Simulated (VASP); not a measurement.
# Ge (Fmmm) in VASP: further runs

The runs below take Ge through single point, with LDA.

Everything below comes from runs of VASP 6.6.1. Logs are shortened: lines on timing, memory, paths and dates and some standing lists are left out, and cuts for length are marked.

**1. The cell of the first run**

The structure is orthorhombic, space group Fmmm (No. 69). Conventional cell: a = 5.214 Å, b = 5.720 Å, c = 10.140 Å, α = 90.00°, β = 90.00°, γ = 90.00°. Ge (site symmetry mm2) has 8 Ge at 2.69 to 3.14 Å within 3.5 Å. Within 3.4 Å of Ge (site symmetry m2m) lie 8 Ge at 2.59 to 3.14 Å.

**2. Single point, LDA**

INCAR reads:

```
SYSTEM = Ge
PREC = Accurate ; ENCUT = 520
EDIFF = 1E-7 ; ISMEAR = 0
SIGMA = 0.15 ; LREAL = .False.
LASPH = .True. ; NELM = 80
ALGO = Normal ; ISIF = 2
LWAVE = .False. ; LCHARG = .True.
LELF = .True. ; LVHAR = .True.
NBANDS = 36
```

KPOINTS reads:

```
Automatic mesh
0
Gamma
  6 6 6
  0 0 0
```

POSCAR reads:

```
Ge
1.0
    0.0000000000      2.8598575295      5.0697771696
    2.6069068008      0.0000000000      5.0697771696
    2.6069068008      2.8598575295      0.0000000000
Ge
4
Direct
    0.7818700000      0.7818700000      0.2181300000
    0.2181300000      0.2181300000      0.7818700000
    0.2735100000      0.7264900000      0.2735100000
    0.7264900000      0.2735100000      0.7264900000
```

Potentials or basis: VASP PAW LDA potentials, release 64 (Ge_d).

Launch:

```sh
$ cat potpaw_LDA.64/Ge_d/POTCAR > POTCAR
$ mpirun -np 1 vasp_std > vasp.out
```

OUTCAR:

```text
SYSTEM = Ge
   PREC = Accurate
   ENCUT = 520
   EDIFF = 1E-7
   ISMEAR = 0
   LREAL = .False.
   LASPH = .True.
   NELM = 80
   ISIF = 2

 ion  position               nearest neighbor table
   1  0.782  0.782  0.218-   2 2.69   2 2.69   3 2.71   4 2.71
   2  0.218  0.218  0.782-   1 2.69   1 2.69   3 2.71   4 2.71
   3  0.274  0.726  0.274-   4 2.59   4 2.62   4 2.62   2 2.71   1 2.71
   4  0.726  0.274  0.726-   3 2.59   3 2.62   3 2.62   2 2.71   1 2.71

  LATTYP: Found a face centered orthorhombic cell.
 ALAT       =     5.2138136016
 B/A-ratio  =     1.0970309827
 C/A-ratio  =     1.9447481467

  Lattice vectors:

 A1 = (   0.0000000000,   2.8598575295,   5.0697771696)
 A2 = (   2.6069068008,   0.0000000000,   5.0697771696)
 A3 = (   2.6069068008,   2.8598575295,   0.0000000000)

Analysis of symmetry for initial positions (statically):
=====================================================================
 Subroutine PRICEL returns:
 Original cell was already a primitive cell.

 Routine SETGRP: Setting up the symmetry group for a
 face centered orthorhombic supercell.

 Subroutine GETGRP returns: Found  8 space group operations
 (whereof  8 operations were pure point group operations)
 out of a pool of  8 trial point group operations.

The static configuration has the point symmetry D_2h.

Analysis of symmetry for dynamics (positions and initial velocities):
=====================================================================
 Subroutine PRICEL returns:
 Original cell was already a primitive cell.

 Routine SETGRP: Setting up the symmetry group for a
 face centered orthorhombic supercell.

 Subroutine GETGRP returns: Found  8 space group operations
 (whereof  8 operations were pure point group operations)
 out of a pool of  8 trial point group operations.

The dynamic configuration has the point symmetry D_2h.

 Subroutine INISYM returns: Found  8 space group operations
 (whereof  8 operations are pure point group operations),
 and found     1 'primitive' translations

----------------------------------------------------------------------------------------

                                     Primitive cell

  volume of cell :      75.5943

  direct lattice vectors                    reciprocal lattice vectors
     0.000000000  2.859857530  5.069777170    -0.191798188  0.174833884  0.098623664
     2.606906801  0.000000000  5.069777170     0.191798188 -0.174833884  0.098623664
     2.606906801  2.859857530  0.000000000     0.191798188  0.174833884 -0.098623664

  length of vectors
     5.820775347  5.700754653  3.869721974     0.277632957  0.277632957  0.277632957

  position of ions in fractional coordinates (direct lattice)
     0.781870000  0.781870000  0.218130000
     0.218130000  0.218130000  0.781870000
     0.273510000  0.726490000  0.273510000
     0.726490000  0.273510000  0.726490000

  ion indices of the primitive-cell ions
   primitive index   ion index
                 1           1
                 2           2
                 3           3
                 4           4

----------------------------------------------------------------------------------------

 KPOINTS: Automatic mesh

Automatic generation of k-mesh.
 Grid dimensions read from file:
 generate k-points for:    6    6    6

 Generating k-lattice:

  Cartesian coordinates                     Fractional coordinates (reciprocal lattice)
    -0.031966365  0.029138981  0.016437277     0.166666667  0.000000000  0.000000000
     0.031966365 -0.029138981  0.016437277     0.000000000  0.166666667  0.000000000
     0.031966365  0.029138981 -0.016437277     0.000000000  0.000000000  0.166666667

  Length of vectors
     0.046272160  0.046272160  0.046272160

  Shift w.r.t. Gamma in fractional coordinates (k-lattice)
     0.000000000  0.000000000  0.000000000

 Subroutine IBZKPT returns following result:
 ===========================================

 Found     46 irreducible k-points:

 Following reciprocal coordinates:
            Coordinates               Weight
  0.000000  0.000000  0.000000      1.000000
  0.166667  0.000000 -0.000000      8.000000
  0.333333  0.000000  0.000000      8.000000
  0.500000  0.000000 -0.000000      4.000000
  0.166667  0.166667  0.000000      2.000000
  0.333333  0.166667  0.000000      8.000000
[... 16 lines left out ...]
 -0.166667  0.166667  0.166667      8.000000
  0.500000  0.333333  0.166667      4.000000
 [... further k-points ...]
   k-points           NKPTS =     46   k-points in BZ     NKDIM =     46   number of bands    NBANDS=     36
   number of dos      NEDOS =    301   number of ions     NIONS =      4
   total plane-waves  NPLWV =  60480
   dimension x,y,z NGX =    48 NGY =   42 NGZ =   30
   dimension x,y,z NGXF=    96 NGYF=   84 NGZF=   60
   ions per type =               4
   NGX,Y,Z   is equivalent  to a cutoff of  13.71, 12.25, 12.89 a.u.
   NGXF,Y,Z  is equivalent  to a cutoff of  27.42, 24.50, 25.78 a.u.
 SYSTEM =  Ge
   PREC   = accura    normal or accurate (medium, high low for compatibility)
   ISTART =      0    job   : 0-new  1-cont  2-samecut
   ICHARG =      2    charge: 1-file 2-atom 10-const
   ISPIN  =      1    spin polarized calculation?
   LNONCOLLINEAR =      F non collinear calculations
   LSORBIT =      F    spin-orbit coupling
   LASPH  =      T    aspherical Exc in radial PAW
   ENCUT  =  520.0 eV  38.22 Ry    6.18 a.u.  10.82 10.60  7.20*2*pi/ulx,y,z
   NELM   =     80;   NELMIN=  2; NELMDL= -5     # of ELM steps
   EDIFF  = 0.1E-06   stopping-criterion for ELM
   LREAL  =      F    real-space projection
   EDIFFG = 0.1E-05   stopping-criterion for IOM
   NSW    =      0    number of steps for IOM
   IBRION =     -1    ionic relax: 0-MD 1-quasi-New 2-CG
   NFREE  =      0    steps in history (QN), initial steepest desc. (CG)
   ISIF   =      2    stress and relaxation
   ISYM   =      2    0-nonsym 1-usesym 2-fastsym
   POTIM  = 0.5000    time-step for ionic-motion
   TEBEG  =    0.0;   TEEND  =   0.0 temperature during run
   PSTRESS=    0.0 pullay stress
   NELECT =      56.0000    total number of electrons
   NUPDOWN=      -1.0000    fix difference up-down
   EMIN   =  10.00;   EMAX   =-10.00  energy-range for DOS
   EFERMI =   0.00;   METHOD = LEGACY
   ISMEAR =     0;   SIGMA  =   0.15  broadening in eV -4-tet -1-fermi 0-gaus
   EFERMI_NEDOS =   21; number of points for ismear=-14 and -15
   IALGO  =     38    algorithm
   IMIX   =      4    mixing-type and parameters
     AMIX     =   0.40;   BMIX     =  1.00
     AMIX_MAG =   1.60;   BMIX_MAG =  1.00
  volume/ion in A,a.u.               =      18.90       127.53
  Fermi-wavevector in a.u.,A,eV,Ry     =   1.481294  2.799240 29.854336  2.194232
  Thomas-Fermi vector in A             =   2.595222
   LORBIT       =      0    0 simple, 1 ext, 2 COOP (PROOUT), +10 PAW based schemes
   GGA     = CA    functional components
   LHFCALC =     F    Hartree Fock is set to
   AEXX    =    0.0000 exact exchange contribution
   IVDW    =     0    specifies the selected vdW correction
   LEPSILON=     F    determine dielectric tensor
   LRPA    =     F    only Hartree local field effects (RPA)
 non-spin polarized calculation
 Gauss-broadening in eV      SIGMA  =   0.15
  energy-cutoff  :      520.00
  volume of cell :       75.59
 maximum number of plane-waves:      2051
 NGX is ok and might be reduce to    48
   NGX = 21   NGY = 21   NGZ = 15

 number of electron      56.0000007 magnetization

 Free energy of the ion-electron system (eV)
  ---------------------------------------------------
  ext. energy  EPLUGINS =         0.00000000
  ---------------------------------------------------
  free energy    TOTEN  =       -19.97798476 eV

  energy without entropy =      -19.96047184  energy(sigma->0) =      -19.96922830

 E-fermi :   6.3670     XC(G=0): -11.4993

 val. band max:        6.2664987059   @ k =   0.3333   0.3333   0.0000
 cond. band min:       6.3854835253   @ k =  -0.3333   0.0000   0.1667
 fundamental gap:      0.1189848194
 Fermi energy:         6.3669911519

 k-point     1 :       0.0000    0.0000    0.0000
  band No.  band energies     occupation
      1     -18.5462      2.00000
      2     -18.4839      2.00000
      3     -18.4519      2.00000
      4     -18.4457      2.00000
      5     -18.4349      2.00000
      6     -18.4293      2.00000
[... 28 lines left out ...]
     35      13.6186      0.00000
     36      13.7967      0.00000

 k-point     2 :       0.1667    0.0000   -0.0000
  band No.  band energies     occupation
      1     -18.5287      2.00000
      2     -18.4747      2.00000
      3     -18.4522      2.00000
      4     -18.4388      2.00000
      5     -18.4301      2.00000
      6     -18.4268      2.00000
[... 28 lines left out ...]
     35      12.8621      0.00000
     36      13.4578      0.00000

 k-point     3 :       0.3333    0.0000    0.0000
  band No.  band energies     occupation
      1     -18.4821      2.00000
      2     -18.4558      2.00000
      3     -18.4531      2.00000
      4     -18.4369      2.00000
      5     -18.4183      2.00000
      6     -18.4088      2.00000
[... 28 lines left out ...]
     35      12.9413      0.00000
     36      13.1435      0.00000
[... 742 lines left out ...]
 k-point    23 :      -0.1667    0.1667    0.1667
  band No.  band energies     occupation
      1     -18.4730      2.00000
      2     -18.4634      2.00000
      3     -18.4488      2.00000
      4     -18.4320      2.00000
      5     -18.4261      2.00000
      6     -18.4040      2.00000
[... 28 lines left out ...]
     35      13.5973      0.00000
     36      13.8956      0.00000

 k-point    24 :       0.5000    0.3333    0.1667
  band No.  band energies     occupation
      1     -18.5271      2.00000
      2     -18.4605      2.00000
      3     -18.4498      2.00000
      4     -18.4441      2.00000
      5     -18.4274      2.00000
      6     -18.4197      2.00000
[... 28 lines left out ...]
     35      12.5498      0.00000
     36      13.1366      0.00000

 [... further k-points ...]

------------------------ aborting loop because EDIFF is reached ----------------------------------------

  FORCE on cell =-STRESS in cart. coord.  units (eV):
  Direction    XX          YY          ZZ          XY          YZ          ZX
  --------------------------------------------------------------------------------------
  -------------------------------------------------------------------------------------
  Total       -0.7152814     -1.7702170     -2.0585928      0.0000000      0.0000000      0.0000000
  in kB      -15.1599845    -37.5187457    -43.6307076      0.0000000      0.0000000      0.0000000
  external PRESSURE =     -32.1031459 kB  Pullay stress =       0.0000000 kB

 VOLUME and BASIS-vectors are now :
 -----------------------------------------------------------------------------
  energy-cutoff  :      520.00
  volume of cell :       75.59
      direct lattice vectors                 reciprocal lattice vectors
     0.000000000  2.859857530  5.069777170    -0.191798188  0.174833884  0.098623664
     2.606906801  0.000000000  5.069777170     0.191798188 -0.174833884  0.098623664
     2.606906801  2.859857530  0.000000000     0.191798188  0.174833884 -0.098623664

 POSITION                                       TOTAL-FORCE (eV/Angst)
 -----------------------------------------------------------------------------------
      2.60691      2.85986      7.92781         0.000000      0.000000     -0.014296
      2.60691      2.85986      2.21174         0.000000      0.000000      0.014296
      2.60691      1.56440      5.06978         0.000000     -0.007089     -0.000000
      2.60691      4.15532      5.06978         0.000000      0.007089     -0.000000
 -----------------------------------------------------------------------------------
    total drift:                                0.000000      0.000000      0.000000

  FREE ENERGIE OF THE ION-ELECTRON SYSTEM (eV)
  ---------------------------------------------------
  free  energy   TOTEN  =       -19.9779847589 eV

  energy  without entropy=      -19.9604718396  energy(sigma->0) =      -19.96922830
```

Wall time 63 s (1 thread of Intel Xeon 6975P-C (Granite Rapids), shared host); peak memory 0.24 GiB.

What came out:

```yaml
Free_energy: -19.9780 eV
Pressure: -3.2 GPa
Largest_force: 0.014 eV/Å
Band_gap_on_the_k_mesh: zero (band 28 reaches 7.79 eV, above the bottom of band 29 at 4.44 eV)
```

Forces in eV/Å, atoms in the order of the input:
```
Ge   0.000  0.000 -0.014
Ge   0.000  0.000  0.014
Ge   0.000 -0.007  0.000
Ge   0.000  0.007  0.000
```

**3. Single point, LDA**

This run uses another cell than the first one, of 19.42 Å³/atom, 1.027 times its volume.

INCAR reads:

```
  PREC = Accurate
  ENCUT = 520
  EDIFF = 1E-7
  ISMEAR = 0
  SIGMA = 0.15
  LREAL = False
  LASPH = True
  NELM = 60
  ALGO = Normal
  ISIF = 2
  LWAVE = False
  LCHARG = False
  GGA = CA
  NBANDS = 36
```

KPOINTS reads:

```
Automatic mesh
0
Gamma
  6 6 6
```

POSCAR reads:

```
Ge
1.0
    0.0000000000      2.8857400000      5.1156600000
    2.6305000000      0.0000000000      5.1156600000
    2.6305000000      2.8857400000      0.0000000000
Ge
4
Direct
    0.7818700000      0.7818700000      0.2181300000
    0.2181300000      0.2181300000      0.7818700000
    0.2735100000      0.7264900000      0.2735100000
    0.7264900000      0.2735100000      0.7264900000
```

Potentials or basis: VASP PAW LDA potentials, release 64 (Ge_d).

Launch:

```sh
$ cat potpaw_LDA.64/Ge_d/POTCAR > POTCAR
$ mpirun -np 1 vasp_std > vasp.out
```

Run time: 74 s. Hardware: 1 thread of Intel Xeon 6975P-C (Granite Rapids), shared host; peak memory 0.25 GiB.

The run converged. Its results:

```
Free energy            : -19.9260 eV
Pressure               : -4.9 GPa
Largest force          : 0.020 eV/Å
Band gap on the k mesh : zero (band 28 reaches 7.44 eV, above the bottom of band 29 at 4.22 eV)
```

Forces in eV/Å, atoms in the order of the input:
```
Ge   0.000  0.000  0.009
Ge   0.000  0.000 -0.009
Ge   0.000 -0.020  0.000
Ge   0.000  0.020  0.000
```

Stress tensor (GPa, compression positive):
```
-3.36  0.00  0.00
 0.00 -5.47  0.00
 0.00  0.00 -5.85
```

Levels at points of the mesh, in eV from the Fermi level:
```tsv
k point	band 25	band 26	band 27	band 28	band 29	band 30	band 31	band 32
(0.00, 0.00, 0.00)	-2.97	-2.36	-2.00	-1.85	-1.60	2.96	3.76	3.97
(0.50, 0.00, 0.00)	-2.03	-1.64	-0.83	0.75	0.95	1.15	2.23	2.32
(0.50, 0.50, 0.00)	-2.16	-1.84	-0.26	0.43	1.00	1.09	1.94	2.67
(0.50, 0.00, 0.50)	-4.59	-4.09	-3.19	-2.66	-1.24	-0.82	3.46	4.62
(0.00, 0.50, 0.50)	-5.69	-5.22	-3.55	-2.07	-1.86	2.83	3.71	3.96
```

**4. Single point, LDA**

This run uses another cell than the first one, of 19.93 Å³/atom, 1.055 times its volume.

INCAR reads:

```
ALGO     = Normal         # electronic algorithm
EDIFF    = 1E-6           # SCF threshold, eV
ENCUT    = 520            # plane-wave cutoff, eV
ISIF     = 2              # what is computed and relaxed
ISMEAR   = 0              # smearing method
LASPH    = T              # aspherical terms in the spheres
LCHARG   = F              # write CHGCAR
LREAL    = F              # projectors in reciprocal space
LWAVE    = F              # write WAVECAR
NBANDS   = 36             # bands
NELM     = 80             # most SCF steps
PREC     = Accurate       # precision mode
SIGMA    = 0.15           # smearing width, eV
```

KPOINTS reads:

```
k-points
0
Gamma
  6 6 6
```

POSCAR reads:

```
Ge
1.0
    0.0000000000      2.9111663321      5.1607342168
    2.6536774057      0.0000000000      5.1607342168
    2.6536774057      2.9111663321      0.0000000000
Ge
4
Direct
    0.7818700000      0.7818700000      0.2181300000
    0.2181300000      0.2181300000      0.7818700000
    0.2735100000      0.7264900000      0.2735100000
    0.7264900000      0.2735100000      0.7264900000
```

Launch:

```sh
$ cat potpaw_LDA.64/Ge_d/POTCAR > POTCAR
$ mpirun -np 1 vasp_std > vasp.out
```

Run time: 62 s. Hardware: 1 thread of Intel Xeon 6975P-C (Granite Rapids), shared host; peak memory 0.25 GiB.

Results (log left out):

```
Free energy            : -19.8537 eV
Pressure               : -6.4 GPa
Largest force          : 0.031 eV/Å
Band gap on the k mesh : zero (band 28 reaches 7.10 eV, above the bottom of band 29 at 4.00 eV)
```

Forces in eV/Å, atoms in the order of the input:
```
Ge   0.000  0.000  0.028
Ge   0.000  0.000 -0.028
Ge   0.000 -0.031  0.000
Ge   0.000  0.031  0.000
```

Stress tensor (GPa, compression positive):
```
-5.07  0.00  0.00
 0.00 -6.99  0.00
 0.00  0.00 -7.19
```

Levels at points of the mesh, in eV from the Fermi level:
```
           k point  band 26  band 27  band 28  band 29  band 30  band 31
(0.00, 0.00, 0.00)    -2.28    -1.93    -1.78    -1.54     3.01     3.81
(0.50, 0.00, 0.00)    -1.59    -0.78     0.76     0.96     1.17     2.16
(0.50, 0.50, 0.00)    -1.77    -0.25     0.35     0.99     1.01     1.92
(0.50, 0.00, 0.50)    -3.95    -3.12    -2.60    -1.17    -0.75     3.35
(0.00, 0.50, 0.50)    -5.05    -3.57    -1.99    -1.79     2.87     3.64
```

[end of part 1 of 2]
